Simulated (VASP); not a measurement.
Write the native input for VASP 6.6.1 that does the following.

| Quantity | Value |
| --- | --- |
| Task | single point |
| Functional | LDA |
| Potentials or basis | VASP PAW LDA potentials, release 64 (In_d, As) |
| Cutoff | 500 eV |
| k mesh | 12 × 12 × 12 |
| Occupations | gaussian, width 0.02 eV |
| Spin | no spin polarisation |
| Dipole correction | no |
| Further INCAR settings | ALGO = Normal; EDIFF = 1e-06; NBANDS = 16 |

The structure of InAs (zinc blende) lies in POSCAR:

```
InAs
1.0
    0.0000000000      3.0188694895      3.0188694895
    3.0188694895      0.0000000000      3.0188694895
    3.0188694895      3.0188694895      0.0000000000
In As
1 1
Direct
    0.0000000000      0.0000000000      0.0000000000
    0.2500000000      0.2500000000      0.2500000000
```

This cell differs from its parent crystal: volume scaled by 0.99.

The input as run:

INCAR

```
PREC = Accurate
ENCUT = 500
EDIFF = 1E-6
ISMEAR = 0
SIGMA = 0.02
LREAL = F
LASPH = T
NELM = 120
ALGO = Normal
ISIF = 2
LWAVE = F
LCHARG = F
NBANDS = 16
GGA_COMPAT = F
```

KPOINTS

```
regular mesh
0
Gamma
  12 12 12
```

Potentials or basis: VASP PAW LDA potentials, release 64 (In_d, As).

Launch:

```console
$ cat potpaw_LDA.64/In_d/POTCAR potpaw_LDA.64/As/POTCAR > POTCAR
$ mpirun -np 1 vasp_std > vasp.out
```

It gave:

| Item | Value |
| --- | --- |
| Pressure | -0.2 GPa |
| Band gap on the k mesh | zero (filled and empty bands touch) |

Caveat: spin-orbit coupling is left out, which moves the levels of the heavy elements.

Run time: 44 s on 1 thread of Intel(R) Xeon(R) Platinum 8259CL CPU @ 2.50GHz (Skylake/Cascade Lake) (shared host), peak memory 0.19 GiB.
